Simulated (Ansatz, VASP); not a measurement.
# NbP: VASP beside Ansatz

The input INCAR:

```
SYSTEM = NbP
PREC     = Accurate       ! precision mode
ENCUT    = 520            ! plane-wave cutoff, eV
EDIFF    = 1E-6           ! SCF threshold, eV
ISMEAR   = 0              ! smearing method
SIGMA    = 0.1            ! smearing width, eV
LREAL    = .False.        ! projectors in reciprocal space
LASPH    = .True.         ! aspherical terms in the spheres
NELM     = 100            ! most SCF steps
ALGO     = Normal         ! electronic algorithm
ISIF     = 2              ! what is computed and relaxed
LWAVE    = .False.        ! write WAVECAR
LCHARG   = .False.        ! write CHGCAR
GGA      = PE             ! functional
NBANDS   = 26             ! bands
```

Contents of KPOINTS:

```
Automatic mesh
0
Gamma
  18 18 18
  0 0 0
```

POSCAR

```
NbP
1.0
   -1.6735233654      1.6735233654      5.7139826247
    1.6735233654     -1.6735233654      5.7139826247
    1.6735233654      1.6735233654     -5.7139826247
Nb P
2 2
Direct
    0.7500346791      0.7500346791      0.0000000000
    0.5000346791      1.0000346791      0.5000000000
    0.3325938959      0.3325938959      0.0000000000
    0.0825938959      0.5825938959      0.5000000000
```

Input for Ansatz:

```yaml
crystal:
  lattice:
    - [-1.6735233654, 1.6735233654, 5.7139826247]
    - [1.6735233654, -1.6735233654, 5.7139826247]
    - [1.6735233654, 1.6735233654, -5.7139826247]
  atoms:
    - { symbol: Nb, position: [0.7500346791, 0.7500346791, 0.0] }
    - { symbol: Nb, position: [0.5000346791, 1.0000346791, 0.5] }
    - { symbol: P, position: [0.3325938959, 0.3325938959, 0.0] }
    - { symbol: P, position: [0.0825938959, 0.5825938959, 0.5] }
basis:
  ecutwfc: 420
kpoints:
  mp_grid: { grid: [18, 18, 18] }
  band_path:
    path:
      - [[0.0, 0.0, 0.0], [0.0, 0.0, 0.5], [0.25, 0.25, 0.25], [0.0, 0.5, 0.0], [0.0, 0.0, 0.0], [0.5, 0.5, -0.5], [0.27144498, 0.72855502, -0.27144498]]
      - [[-0.27144498, 0.27144498, 0.27144498], [0.0, 0.0, 0.0]]
      - [[0.0, 0.0, 0.5], [-0.04288997, 0.04288997, 0.5]]
      - [[0.5, 0.5, -0.04288997], [0.5, 0.5, -0.5]]
    npoints: 14
hamiltonian:
  xc: pbe
scf:
  occupations: { method: gaussian, width: 0.1 }
  n_extra_bands: 10
output:
  forces: true
  stress: true
  eigenvalues: true
  populations: true
  dos: { projected: true, de: 0.02, nscf_kmesh: { grid: [27, 27, 27] } }
  bader: true
  write_density: true
  write_potential: true
  elf: true
  volumetric_format: npy
```

Alike in both runs: task single point; functional PBE; k mesh 18 × 18 × 18; occupations gaussian, width 0.1 eV; no spin polarisation.

|  | VASP | Ansatz |
| --- | --- | --- |
| version | VASP 6.6.1 | Ansatz 0.2.0 |
| potentials or method | VASP PAW PBE potentials, release 64 (Nb_sv, P), cutoff 520 eV | scalar-relativistic, plane waves, PAW |
| valence electrons in the cell | 36 | 36 |

Ansatz gave:

```
gap on the k mesh at the Fermi level (eV) : none
pressure (GPa)                            : 0.0
```

Task: What did VASP give for the same quantities?

Result: gap on the k mesh at the Fermi level (eV): none; pressure (GPa): -0.4.

A gap of «none» marks a metal or a gap that the smearing closes. With one functional, cell and mesh, what is left measures potentials, basis and numerics.
